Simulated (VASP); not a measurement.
# ZnS (F-43m) in VASP: phonons with r2SCAN

Aim: the phonons of ZnS with r2SCAN.

Program: VASP 6.6.1. These are calculated values, not measurements. Logs are shortened: lines on timing, memory, paths and dates and some standing lists are left out, and cuts for length are marked.

## (1) The cell of the first run

It takes space group F-43m (No. 216, cubic). Conventional cell: a = 5.388 Å, b = 5.388 Å, c = 5.388 Å, α = 90.00°, β = 90.00°, γ = 90.00°. Zn (site symmetry -43m) has 4 S at 2.33 Å within 3.1 Å. S (site symmetry -43m) has 4 Zn at 2.33 Å within 3.1 Å.

## (2) Phonons, r2SCAN

INCAR reads:

```
PREC = Accurate
ENCUT = 520
EDIFF = 1E-8
ISMEAR = 0
SIGMA = 0.01
LREAL = False
LASPH = True
NELM = 100
ALGO = Normal
ISIF = 2
LWAVE = False
LCHARG = True
METAGGA = R2SCAN
LMIXTAU = True
NBANDS = 16
IBRION = 6
NFREE = 2
POTIM = 0.015
NSW = 1
```

KPOINTS reads:

```
Automatic mesh
0
Gamma
  8 8 8
```

POSCAR reads:

```
ZnS
1.0
    0.0000000000      2.6942019967      2.6942019967
    2.6942019967      0.0000000000      2.6942019967
    2.6942019967      2.6942019967      0.0000000000
Zn S
1 1
Direct
    0.0000000000      0.0000000000      0.0000000000
    0.7500000000      0.7500000000      0.7500000000
```

Potentials or basis: VASP PAW PBE potentials, release 64 (Zn, S).

Started as:

```sh
> cat potpaw_PBE.64/Zn/POTCAR potpaw_PBE.64/S/POTCAR > POTCAR
> mpirun -np 1 vasp_std > vasp.out
```

OUTCAR:

```text
PREC = Accurate
   ENCUT = 520
   EDIFF = 1E-8
   ISMEAR = 0
   LREAL = False
   LASPH = True
   NELM = 100
   ISIF = 2
   METAGGA = R2SCAN
   IBRION = 6
   NFREE = 2
   POTIM = 0.015
   NSW = 1

 ion  position               nearest neighbor table
   1  0.000  0.000  0.000-   2 2.33   2 2.33   2 2.33   2 2.33
   2  0.750  0.750  0.750-   1 2.33   1 2.33   1 2.33   1 2.33

  LATTYP: Found a face centered cubic cell.
 ALAT       =     5.3884039934

  Lattice vectors:

 A1 = (   0.0000000000,   2.6942019967,   2.6942019967)
 A2 = (   2.6942019967,   0.0000000000,   2.6942019967)
 A3 = (   2.6942019967,   2.6942019967,   0.0000000000)

Analysis of symmetry for initial positions (statically):
=====================================================================
 Subroutine PRICEL returns:
 Original cell was already a primitive cell.

 Routine SETGRP: Setting up the symmetry group for a
 face centered cubic supercell.

 Subroutine GETGRP returns: Found 24 space group operations
 (whereof 24 operations were pure point group operations)
 out of a pool of 48 trial point group operations.

The static configuration has the point symmetry T_d .

Analysis of symmetry for dynamics (positions and initial velocities):
=====================================================================
 Subroutine PRICEL returns:
 Original cell was already a primitive cell.

 Routine SETGRP: Setting up the symmetry group for a
 face centered cubic supercell.

 Subroutine GETGRP returns: Found 24 space group operations
 (whereof 24 operations were pure point group operations)
 out of a pool of 48 trial point group operations.

The dynamic configuration has the point symmetry T_d .

 Subroutine INISYM returns: Found 24 space group operations
 (whereof 24 operations are pure point group operations),
 and found     1 'primitive' translations

----------------------------------------------------------------------------------------

                                     Primitive cell

  volume of cell :      39.1129

  direct lattice vectors                    reciprocal lattice vectors
     0.000000000  2.694201997  2.694201997    -0.185583709  0.185583709  0.185583709
     2.694201997  0.000000000  2.694201997     0.185583709 -0.185583709  0.185583709
     2.694201997  2.694201997  0.000000000     0.185583709  0.185583709 -0.185583709

  length of vectors
     3.810177004  3.810177004  3.810177004     0.321440413  0.321440413  0.321440413

  position of ions in fractional coordinates (direct lattice)
     0.000000000  0.000000000  0.000000000
     0.750000000  0.750000000  0.750000000

  ion indices of the primitive-cell ions
   primitive index   ion index
                 1           1
                 2           2

----------------------------------------------------------------------------------------

 KPOINTS: Automatic mesh

Automatic generation of k-mesh.
 Grid dimensions read from file:
 generate k-points for:    8    8    8

 Generating k-lattice:

  Cartesian coordinates                     Fractional coordinates (reciprocal lattice)
    -0.023197964  0.023197964  0.023197964     0.125000000  0.000000000  0.000000000
     0.023197964 -0.023197964  0.023197964     0.000000000  0.125000000  0.000000000
     0.023197964  0.023197964 -0.023197964     0.000000000  0.000000000  0.125000000

[... 52 lines left out ...]
   LSORBIT =      F    spin-orbit coupling
   LASPH  =      T    aspherical Exc in radial PAW
   ENCUT  =  520.0 eV  38.22 Ry    6.18 a.u.   7.08  7.08  7.08*2*pi/ulx,y,z
   NELM   =    100;   NELMIN=  2; NELMDL= -5     # of ELM steps
   EDIFF  = 0.1E-07   stopping-criterion for ELM
   LREAL  =      F    real-space projection
   EDIFFG = 0.1E-06   stopping-criterion for IOM
   NSW    =     61    number of steps for IOM
   IBRION =      6    ionic relax: 0-MD 1-quasi-New 2-CG
   NFREE  =      2    steps in history (QN), initial steepest desc. (CG)
   ISIF   =      2    stress and relaxation
   ISYM   =      2    0-nonsym 1-usesym 2-fastsym
   POTIM  = 0.0150    time-step for ionic-motion
   TEBEG  =    0.0;   TEEND  =   0.0 temperature during run
   PSTRESS=    0.0 pullay stress
   NELECT =      18.0000    total number of electrons
   NUPDOWN=      -1.0000    fix difference up-down
   EMIN   =  10.00;   EMAX   =-10.00  energy-range for DOS
   EFERMI =   0.00;   METHOD = LEGACY
   ISMEAR =     0;   SIGMA  =   0.01  broadening in eV -4-tet -1-fermi 0-gaus
   EFERMI_NEDOS =   21; number of points for ismear=-14 and -15
   IALGO  =     38    algorithm
   IMIX   =      4    mixing-type and parameters
     AMIX     =   0.40;   BMIX     =  1.00
     AMIX_MAG =   1.60;   BMIX_MAG =  1.00
  volume/ion in A,a.u.               =      19.56       131.97
  Fermi-wavevector in a.u.,A,eV,Ry     =   1.263937  2.388495 21.735816  1.597537
  Thomas-Fermi vector in A             =   2.397268
   LORBIT       =      0    0 simple, 1 ext, 2 COOP (PROOUT), +10 PAW based schemes
   METAGGA = R2SCAN    functional components
   LHFCALC =     F    Hartree Fock is set to
   AEXX    =    0.0000 exact exchange contribution
   IVDW    =     0    specifies the selected vdW correction
   LEPSILON=     F    determine dielectric tensor
   LRPA    =     F    only Hartree local field effects (RPA)
 finite differences with symmetry
 non-spin polarized calculation
 Gauss-broadening in eV      SIGMA  =   0.01
  energy-cutoff  :      520.00
  volume of cell :       39.11
 maximum number of plane-waves:      1067
   NGX = 15   NGY = 15   NGZ = 15

--------------------------------------- Ionic step        1  -------------------------------------------

 number of electron      18.0000006 magnetization

 Free energy of the ion-electron system (eV)
  ---------------------------------------------------
  ext. energy  EPLUGINS =         0.00000000
  ---------------------------------------------------
  free energy    TOTEN  =       -18.86623365 eV

  energy without entropy =      -18.86623365  energy(sigma->0) =      -18.86623365

------------------------ aborting loop because EDIFF is reached ----------------------------------------

  FORCE on cell =-STRESS in cart. coord.  units (eV):
  Direction    XX          YY          ZZ          XY          YZ          ZX
  --------------------------------------------------------------------------------------
  -------------------------------------------------------------------------------------
  Total        0.0146467      0.0146467      0.0146467      0.0000000      0.0000000     -0.0000000
  in kB        0.5999686      0.5999686      0.5999686      0.0000000      0.0000000     -0.0000000
  external PRESSURE =       0.5999686 kB  Pullay stress =       0.0000000 kB
[... 131 lines left out ...]
--------------------------------------- Ionic step        5  -------------------------------------------

 number of electron      18.0000006 magnetization

 Free energy of the ion-electron system (eV)
  ---------------------------------------------------
  ext. energy  EPLUGINS =         0.00000000
  ---------------------------------------------------
  free energy    TOTEN  =       -18.86555642 eV

  energy without entropy =      -18.86555642  energy(sigma->0) =      -18.86555642

 E-fermi :   1.9808     XC(G=0): -10.3280

 val. band max:        1.9251762959   @ k =   0.0000   0.0000   0.0000
 cond. band min:       4.6279389349   @ k =   0.0000   0.0000   0.0000
 fundamental gap:      2.7027626390
 Fermi energy:         1.9807850859

 k-point     1 :       0.0000    0.0000    0.0000
  band No.  band energies     occupation
      1     -11.8255      2.00000
      2      -4.6337      2.00000
      3      -4.6221      2.00000
      4      -4.6106      2.00000
      5      -4.0650      2.00000
      6      -4.0650      2.00000
[... 433 lines left out ...]
      3      -4.4293      2.00000
      4      -4.1260      2.00000
      5      -4.0522      2.00000
      6      -3.7922      2.00000
[... 8 lines left out ...]
     15      16.0995      0.00000
     16      16.9631      0.00000

 [... further k-points ...]

------------------------ aborting loop because EDIFF is reached ----------------------------------------

  FORCE on cell =-STRESS in cart. coord.  units (eV):
  Direction    XX          YY          ZZ          XY          YZ          ZX
  --------------------------------------------------------------------------------------
  -------------------------------------------------------------------------------------
  Total        0.0155694      0.0175717      0.0175717      0.0000000     -0.0868387      0.0000000
  in kB        0.6377686      0.7197887      0.7197887      0.0000000     -3.5571607      0.0000000
  external PRESSURE =       0.6924486 kB  Pullay stress =       0.0000000 kB
[... 17 lines left out ...]
  FREE ENERGIE OF THE ION-ELECTRON SYSTEM (eV)
  ---------------------------------------------------
  free  energy   TOTEN  =       -18.8655564211 eV

  energy  without entropy=      -18.8655564211  energy(sigma->0) =      -18.86555642

 INTERNAL STRAIN TENSORS FROM DISPLACED ATOMS
 ============================================

 INTERNAL STRAIN TENSOR FOR ION    1 for displacements in x,y,z  (eV/Angst):
          X           Y           Z          XY          YZ          ZX
  --------------------------------------------------------------------------------
  x    -0.00000     0.00000     0.00000     0.00000    -5.53446     0.00000
  y     0.00000     0.00000     0.00000     0.00000     0.00000    -5.53446
  z     0.00000     0.00000    -0.00000    -5.53446     0.00000     0.00000

 INTERNAL STRAIN TENSOR FOR ION    2 for displacements in x,y,z  (eV/Angst):
          X           Y           Z          XY          YZ          ZX
  --------------------------------------------------------------------------------
  x     0.00000    -0.00000    -0.00000     0.00000     5.73723     0.00000
  y    -0.00000     0.00000    -0.00000     0.00000     0.00000     5.73723
  z    -0.00000    -0.00000     0.00000     5.73723     0.00000     0.00000

 Eigenvectors and eigenvalues of the dynamical matrix
 ----------------------------------------------------

   1 f  =    8.119857 THz    51.018569 2PiTHz  270.849289 cm-1    33.581017 meV
             X         Y         Z           dx          dy          dz
      0.000000  0.000000  0.000000    -0.012431   -0.288653   -0.479199
      4.041303  4.041303  4.041303     0.018413    0.427538    0.709764
[... 21 lines left out ...]
   6 f/i=    0.138489 THz     0.870153 2PiTHz    4.619500 cm-1     0.572745 meV
             X         Y         Z           dx          dy          dz
      0.000000  0.000000  0.000000    -0.247660    0.790236   -0.032919
      4.041303  4.041303  4.041303    -0.167208    0.533530   -0.022225

 ELASTIC MODULI CONTR FROM IONIC RELAXATION (kBar)
 Direction    XX          YY          ZZ          XY          YZ          ZX
 --------------------------------------------------------------------------------
 XX          -0.0000      0.0000      0.0000      0.0000     -0.0000      0.0000
 YY           0.0000     -0.0000     -0.0000      0.0000      0.0000      0.0000
 ZZ           0.0000     -0.0000     -0.0000     -0.0000      0.0000      0.0000
 XY           0.0000      0.0000     -0.0000   -227.0448     -0.0000     -0.0000
 YZ          -0.0000      0.0000      0.0000     -0.0000   -227.0448     -0.0000
 ZX           0.0000      0.0000      0.0000     -0.0000     -0.0000   -227.0448
 --------------------------------------------------------------------------------
```

Run time: 11 min. Hardware: 1 thread of Intel Xeon 6455B, shared host; peak memory 0.24 GiB.

What came out:

- Highest phonon frequency at Γ, LO-TO splitting left out: 271 cm⁻¹

Phonon frequencies in cm⁻¹ (negative: imaginary):
| q point | frequencies |
| --- | --- |
| (0.000, 0.000, 0.000) | -5 -5 -5 271 271 271 |

Caveat: the PAW data sets were made with another functional, which shifts forces and pressure a little.
